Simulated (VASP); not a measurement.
CuI:

```
Cu I
1.0
     4.21122    0.00000    0.00000
    -2.10561    3.64703    0.00000
     0.00000    0.00000    6.22974
Cu I
2 2
Direct
  0.00000 0.00000 0.00000
  0.00000 0.00000 0.50000
  0.33333 0.66667 0.25000
  0.66667 0.33333 0.75000
```

| Property | Result |
| --- | --- |
| Program | VASP 6.6.1 |
| Task | relaxation of cell and atoms |
| Functional | LDA |
| Potentials or basis | VASP PAW LDA potentials, release 64 (Cu, I) |
| Cutoff | 600 eV |
| k mesh | 6 × 6 × 4 |
| Occupations | fermi-dirac, width 0.02 eV |
| Spin | no spin polarisation |

At the start: pressure -5.5 GPa; volume 23.92 Å³/atom.

How do energy, volume and symmetry change on relaxing?

Over 7 steps the energy falls by 47.3 meV/atom and the volume is 21.46 Å³/atom (-10.3 %); space group P6_3/mmc (No. 194, to 0.05 Å).

Step by step:
```
step  energy change (eV)  largest force (eV/Å)  pressure (GPa)  volume (Å³)
   1              0.0000                0.0000           -5.48        95.68
   2             -0.1866                0.0000            0.56        84.80
   3             -0.1890                0.0000            0.19        85.56
   4             -0.1891                0.0000           -0.04        85.86
   5             -0.1891                0.0000           -0.03        85.86
   6             -0.1892                0.0000           -0.04        85.86
   7             -0.1892                0.0000           -0.01        85.83
```

Final structure:
```cif
data_structure
_symmetry_space_group_name_H-M 'P 1'
_symmetry_Int_Tables_number 1
_cell_length_a 4.0596
_cell_length_b 4.0596
_cell_length_c 6.0136
_cell_angle_alpha 90.000
_cell_angle_beta 90.000
_cell_angle_gamma 120.000
_cell_volume 85.83
loop_
_atom_site_label
_atom_site_type_symbol
_atom_site_fract_x
_atom_site_fract_y
_atom_site_fract_z
_atom_site_occupancy
Cu1 Cu 0.00000 0.00000 0.00000 1
Cu2 Cu 0.00000 0.00000 0.50000 1
I1 I 0.33333 0.66667 0.25000 1
I2 I 0.66667 0.33333 0.75000 1
```
